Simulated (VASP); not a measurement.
# SnO2 (Pa-3) in VASP: settings compared

Aim: see how the results for SnO2 move with the level of theory and the settings. Levels: LDA, PBE+D4, PBE+D3(BJ), PBEsol. Tasks: single point.

All numbers are computed with VASP 6.6.1; they aren't measurements. Logs are shortened: lines on timing, memory, paths and dates and some standing lists are left out, and cuts for length are marked.

### Step 1. The cell of the first run

Symmetry: Pa-3, No. 205, cubic system. Conventional cell: a = 5.001 Å, b = 5.001 Å, c = 5.001 Å, α = 90.00°, β = 90.00°, γ = 90.00°. Within 2.7 Å of Sn (site symmetry -3) lie 6 O at 2.04 Å. O (site symmetry 3) has 3 Sn at 2.04 Å and 6 O at 2.66 Å within 2.7 Å.

### Step 2. Single point, LDA

INCAR reads:

```
PREC = Accurate
ENCUT = 520
EDIFF = 1E-6
ISMEAR = -1
SIGMA = 0.05
LREAL = False
LASPH = True
NELM = 100
ALGO = Normal
ISIF = 2
LWAVE = False
LCHARG = False
GGA = CA
NBANDS = 64
```

KPOINTS reads:

```
Automatic mesh
0
Gamma
  4 4 4
```

POSCAR reads:

```
SnO2
1.0
    5.0010725685      0.0000000000      0.0000000000
    0.0000000000      5.0010725685      0.0000000000
    0.0000000000      0.0000000000      5.0010725685
Sn O
4 8
Direct
    0.0000000000      0.0000000000      0.0000000000
    0.5000000000      0.0000000000      0.5000000000
    0.5000000000      0.5000000000      0.0000000000
    0.0000000000      0.5000000000      0.5000000000
    0.6587312218      0.8412687782      0.1587312218
    0.8412687782      0.1587312218      0.6587312218
    0.1587312218      0.6587312218      0.8412687782
    0.3412687782      0.3412687782      0.3412687782
    0.6587312218      0.6587312218      0.6587312218
    0.8412687782      0.3412687782      0.1587312218
    0.1587312218      0.8412687782      0.3412687782
    0.3412687782      0.1587312218      0.8412687782
```

Potentials or basis: VASP PAW LDA potentials, release 64 (Sn_d, O).

Launch:

```bash
$ cat potpaw_LDA.64/Sn_d/POTCAR potpaw_LDA.64/O/POTCAR > POTCAR
$ mpirun -np 1 vasp_std > vasp.out
```

OUTCAR:

```text
PREC = Accurate
   ENCUT = 520
   EDIFF = 1E-6
   ISMEAR = -1
   LREAL = False
   LASPH = True
   NELM = 100
   ISIF = 2
   GGA = CA

 ion  position               nearest neighbor table
   1  0.000  0.000  0.000-   5 2.04   6 2.04   7 2.04  10 2.04  11 2.04  12 2.04   2 3.54   3 3.54
                             4 3.54   2 3.54   4 3.54   3 3.54   4 3.54   4 3.54   2 3.54   3 3.54
   2  0.500  0.000  0.500-   5 2.04   6 2.04   8 2.04   9 2.04  11 2.04  12 2.04   1 3.54   3 3.54
                             4 3.54   1 3.54   3 3.54   3 3.54   4 3.54   3 3.54   1 3.54   4 3.54
   3  0.500  0.500  0.000-   5 2.04   7 2.04   8 2.04   9 2.04  10 2.04  12 2.04   1 3.54   2 3.54
                             4 3.54   2 3.54   4 3.54   1 3.54   2 3.54   2 3.54   1 3.54   4 3.54
   4  0.000  0.500  0.500-   6 2.04   7 2.04   8 2.04   9 2.04  10 2.04  11 2.04   1 3.54   2 3.54
                             3 3.54   1 3.54   3 3.54   1 3.54   2 3.54   1 3.54   2 3.54   3 3.54
   5  0.659  0.841  0.159-   1 2.04   2 2.04   3 2.04
   6  0.841  0.159  0.659-   1 2.04   2 2.04   4 2.04
   7  0.159  0.659  0.841-   1 2.04   3 2.04   4 2.04
   8  0.341  0.341  0.341-   2 2.04   3 2.04   4 2.04
   9  0.659  0.659  0.659-   2 2.04   3 2.04   4 2.04
  10  0.841  0.341  0.159-   1 2.04   3 2.04   4 2.04
  11  0.159  0.841  0.341-   1 2.04   2 2.04   4 2.04
  12  0.341  0.159  0.841-   1 2.04   2 2.04   3 2.04

  LATTYP: Found a simple cubic cell.
 ALAT       =     5.0010725685

  Lattice vectors:

 A1 = (   5.0010725685,   0.0000000000,   0.0000000000)
 A2 = (   0.0000000000,   5.0010725685,   0.0000000000)
 A3 = (   0.0000000000,   0.0000000000,   5.0010725685)

Analysis of symmetry for initial positions (statically):
=====================================================================
 Subroutine PRICEL returns:
 Original cell was already a primitive cell.

 Routine SETGRP: Setting up the symmetry group for a
 simple cubic supercell.

 Subroutine GETGRP returns: Found 24 space group operations
 (whereof  6 operations were pure point group operations)
 out of a pool of 48 trial point group operations.

The static configuration has the point symmetry S_6 .
 The point group associated with its full space group is T_h .

Analysis of symmetry for dynamics (positions and initial velocities):
=====================================================================
 Subroutine PRICEL returns:
 Original cell was already a primitive cell.

 Routine SETGRP: Setting up the symmetry group for a
 simple cubic supercell.

 Subroutine GETGRP returns: Found 24 space group operations
 (whereof  6 operations were pure point group operations)
 out of a pool of 48 trial point group operations.

The dynamic configuration has the point symmetry S_6 .
 The point group associated with its full space group is T_h .

 Subroutine INISYM returns: Found 24 space group operations
 (whereof  6 operations are pure point group operations),
 and found     1 'primitive' translations

----------------------------------------------------------------------------------------

                                     Primitive cell

  volume of cell :     125.0805

  direct lattice vectors                    reciprocal lattice vectors
     5.001072568  0.000000000  0.000000000     0.199957106  0.000000000  0.000000000
     0.000000000  5.001072568  0.000000000     0.000000000  0.199957106  0.000000000
     0.000000000  0.000000000  5.001072568     0.000000000  0.000000000  0.199957106

  length of vectors
     5.001072568  5.001072568  5.001072568     0.199957106  0.199957106  0.199957106

  position of ions in fractional coordinates (direct lattice)
     0.000000000  0.000000000  0.000000000
     0.500000000  0.000000000  0.500000000
     0.500000000  0.500000000  0.000000000
     0.000000000  0.500000000  0.500000000
     0.658731222  0.841268778  0.158731222
     0.841268778  0.158731222  0.658731222
     0.158731222  0.658731222  0.841268778
     0.341268778  0.341268778  0.341268778
     0.658731222  0.658731222  0.658731222
     0.841268778  0.341268778  0.158731222
     0.158731222  0.841268778  0.341268778
     0.341268778  0.158731222  0.841268778

  ion indices of the primitive-cell ions
   primitive index   ion index
                 1           1
                 2           2
                 3           3
                 4           4
                 5           5
                 6           6
                 7           7
                 8           8
                 9           9
                10          10
                11          11
                12          12

----------------------------------------------------------------------------------------

 KPOINTS: Automatic mesh

Automatic generation of k-mesh.
 Grid dimensions read from file:
 generate k-points for:    4    4    4

 Generating k-lattice:

  Cartesian coordinates                     Fractional coordinates (reciprocal lattice)
     0.049989277  0.000000000  0.000000000     0.250000000  0.000000000  0.000000000
     0.000000000  0.049989277  0.000000000     0.000000000  0.250000000  0.000000000
     0.000000000  0.000000000  0.049989277     0.000000000  0.000000000  0.250000000

  Length of vectors
     0.049989277  0.049989277  0.049989277

  Shift w.r.t. Gamma in fractional coordinates (k-lattice)
     0.000000000  0.000000000  0.000000000

 Subroutine IBZKPT returns following result:
 ===========================================

 Found     11 irreducible k-points:

 Following reciprocal coordinates:
            Coordinates               Weight
  0.000000  0.000000  0.000000      1.000000
  0.250000  0.000000  0.000000      6.000000
  0.500000  0.000000  0.000000      3.000000
  0.250000  0.250000  0.000000     12.000000
  0.500000  0.250000  0.000000      6.000000
 -0.250000  0.500000  0.000000      6.000000
  0.500000  0.500000  0.000000      3.000000
  0.250000  0.250000  0.250000      8.000000
  0.500000  0.250000  0.250000     12.000000
  0.500000  0.500000  0.250000      6.000000
  0.500000  0.500000  0.500000      1.000000
   k-points           NKPTS =     11   k-points in BZ     NKDIM =     11   number of bands    NBANDS=     64
   number of dos      NEDOS =    301   number of ions     NIONS =     12
   total plane-waves  NPLWV =  64000
   dimension x,y,z NGX =    40 NGY =   40 NGZ =   40
   dimension x,y,z NGXF=    80 NGYF=   80 NGZF=   80
   ions per type =               4   8
   NGX,Y,Z   is equivalent  to a cutoff of  13.30, 13.30, 13.30 a.u.
   NGXF,Y,Z  is equivalent  to a cutoff of  26.59, 26.59, 26.59 a.u.
 SYSTEM =  unknown system
   PREC   = accura    normal or accurate (medium, high low for compatibility)
   ISTART =      0    job   : 0-new  1-cont  2-samecut
   ICHARG =      2    charge: 1-file 2-atom 10-const
   ISPIN  =      1    spin polarized calculation?
   LNONCOLLINEAR =      F non collinear calculations
   LSORBIT =      F    spin-orbit coupling
   LASPH  =      T    aspherical Exc in radial PAW
   ENCUT  =  520.0 eV  38.22 Ry    6.18 a.u.   9.30  9.30  9.30*2*pi/ulx,y,z
   NELM   =    100;   NELMIN=  2; NELMDL= -5     # of ELM steps
   EDIFF  = 0.1E-05   stopping-criterion for ELM
   LREAL  =      F    real-space projection
   EDIFFG = 0.1E-04   stopping-criterion for IOM
   NSW    =      0    number of steps for IOM
   IBRION =     -1    ionic relax: 0-MD 1-quasi-New 2-CG
   NFREE  =      0    steps in history (QN), initial steepest desc. (CG)
   ISIF   =      2    stress and relaxation
   ISYM   =      2    0-nonsym 1-usesym 2-fastsym
   POTIM  = 0.5000    time-step for ionic-motion
   TEBEG  =    0.0;   TEEND  =   0.0 temperature during run
   PSTRESS=    0.0 pullay stress
   NELECT =     104.0000    total number of electrons
   NUPDOWN=      -1.0000    fix difference up-down
   EMIN   =  10.00;   EMAX   =-10.00  energy-range for DOS
   EFERMI =   0.00;   METHOD = LEGACY
   ISMEAR =    -1;   SIGMA  =   0.05  broadening in eV -4-tet -1-fermi 0-gaus
   EFERMI_NEDOS =   21; number of points for ismear=-14 and -15
   IALGO  =     38    algorithm
   IMIX   =      4    mixing-type and parameters
     AMIX     =   0.40;   BMIX     =  1.00
     AMIX_MAG =   1.60;   BMIX_MAG =  1.00
  volume/ion in A,a.u.               =      10.42        70.34
  Fermi-wavevector in a.u.,A,eV,Ry     =   1.539416  2.909075 32.243127  2.369803
  Thomas-Fermi vector in A             =   2.645647
   LORBIT       =      0    0 simple, 1 ext, 2 COOP (PROOUT), +10 PAW based schemes
   GGA     = CA    functional components
   LHFCALC =     F    Hartree Fock is set to
   AEXX    =    0.0000 exact exchange contribution
   IVDW    =     0    specifies the selected vdW correction
   LEPSILON=     F    determine dielectric tensor
   LRPA    =     F    only Hartree local field effects (RPA)
 non-spin polarized calculation
  energy-cutoff  :      520.00
  volume of cell :      125.08
 maximum number of plane-waves:      3407
 NGX is ok and might be reduce to    40
   NGX = 19   NGY = 19   NGZ = 19

 number of electron     104.0000013 magnetization

 Free energy of the ion-electron system (eV)
  ---------------------------------------------------
  ext. energy  EPLUGINS =         0.00000000
  ---------------------------------------------------
  free energy    TOTEN  =       -83.51865066 eV

  energy without entropy =      -83.51865063  energy(sigma->0) =      -83.51865064

 E-fermi :   8.4829     XC(G=0): -12.6932

 val. band max:        7.5956869926   @ k =   0.5000   0.0000   0.0000
 cond. band min:       9.2017035182   @ k =   0.0000   0.0000   0.0000
 fundamental gap:      1.6060165256
 Fermi energy:         8.4829424900

 k-point     1 :       0.0000    0.0000    0.0000
  band No.  band energies     occupation
      1     -13.2394      2.00000
      2     -13.2394      2.00000
      3     -13.2394      2.00000
      4     -12.2531      2.00000
      5     -12.2531      2.00000
      6     -12.2531      2.00000
[... 726 lines left out ...]
     63      19.3269      0.00000
     64      19.3270      0.00000

------------------------ aborting loop because EDIFF is reached ----------------------------------------

  FORCE on cell =-STRESS in cart. coord.  units (eV):
  Direction    XX          YY          ZZ          XY          YZ          ZX
  --------------------------------------------------------------------------------------
  -------------------------------------------------------------------------------------
  Total        8.7890232      8.7890232      8.7890232     -0.0000000      0.0000000      0.0000000
  in kB      112.5801246    112.5801246    112.5801246     -0.0000000      0.0000000      0.0000000
  external PRESSURE =     112.5801246 kB  Pullay stress =       0.0000000 kB

 VOLUME and BASIS-vectors are now :
 -----------------------------------------------------------------------------
  energy-cutoff  :      520.00
  volume of cell :      125.08
      direct lattice vectors                 reciprocal lattice vectors
     5.001072568  0.000000000  0.000000000     0.199957106  0.000000000  0.000000000
     0.000000000  5.001072568  0.000000000     0.000000000  0.199957106  0.000000000
     0.000000000  0.000000000  5.001072568     0.000000000  0.000000000  0.199957106

 POSITION                                       TOTAL-FORCE (eV/Angst)
 -----------------------------------------------------------------------------------
      0.00000      0.00000      0.00000         0.000000      0.000000      0.000000
      2.50054      0.00000      2.50054         0.000000      0.000000      0.000000
      2.50054      2.50054      0.00000         0.000000      0.000000      0.000000
      0.00000      2.50054      2.50054         0.000000      0.000000      0.000000
      3.29436      4.20725      0.79383        -0.002313      0.002313     -0.002313
      4.20725      0.79383      3.29436         0.002313     -0.002313     -0.002313
      0.79383      3.29436      4.20725        -0.002313     -0.002313      0.002313
      1.70671      1.70671      1.70671         0.002313      0.002313      0.002313
      3.29436      3.29436      3.29436        -0.002313     -0.002313     -0.002313
      4.20725      1.70671      0.79383         0.002313      0.002313     -0.002313
      0.79383      4.20725      1.70671        -0.002313      0.002313      0.002313
      1.70671      0.79383      4.20725         0.002313     -0.002313      0.002313
 -----------------------------------------------------------------------------------
    total drift:                                0.000000      0.000000     -0.000000

  FREE ENERGIE OF THE ION-ELECTRON SYSTEM (eV)
  ---------------------------------------------------
  free  energy   TOTEN  =       -83.5186506575 eV

  energy  without entropy=      -83.5186506264  energy(sigma->0) =      -83.51865064
```

Run time: 42 s. Hardware: 1 thread of Intel Xeon 6975P-C (Granite Rapids), shared host; peak memory 0.22 GiB.

What came out:

| Property | Result |
| --- | --- |
| Free energy | -83.5187 eV |
| Pressure | 11.3 GPa |
| Largest force | 0.004 eV/Å |
| Band gap on the k mesh | 1.61 eV, indirect (least direct gap 1.68 eV) |

Forces in eV/Å, atoms in the order of the input:
```
Sn   0.000  0.000  0.000
Sn   0.000  0.000  0.000
Sn   0.000  0.000  0.000
Sn   0.000  0.000  0.000
O   -0.002  0.002 -0.002
O    0.002 -0.002 -0.002
O   -0.002 -0.002  0.002
O    0.002  0.002  0.002
O   -0.002 -0.002 -0.002
O    0.002  0.002 -0.002
O   -0.002  0.002  0.002
O    0.002 -0.002  0.002
```

Levels at points of the mesh, in eV from the valence-band top:
```csv
k point,band 50,band 51,band 52,band 53,band 54,band 55
"(0.00, 0.00, 0.00)",-0.07,-0.07,-0.07,1.61,6.72,6.72
"(0.50, 0.00, 0.00)",-0.49,0.00,0.00,4.61,4.61,5.64
"(0.50, 0.50, 0.00)",-0.32,-0.32,-0.32,5.41,5.41,5.41
"(0.50, 0.50, 0.50)",-0.64,-0.64,-0.64,5.96,5.96,5.96
```

Caveat: spin-orbit coupling is left out, which moves the levels of the heavy elements. LDA gaps usually lie below the measured ones, often by a third to a half.

(Continued in part 2 of 2.)
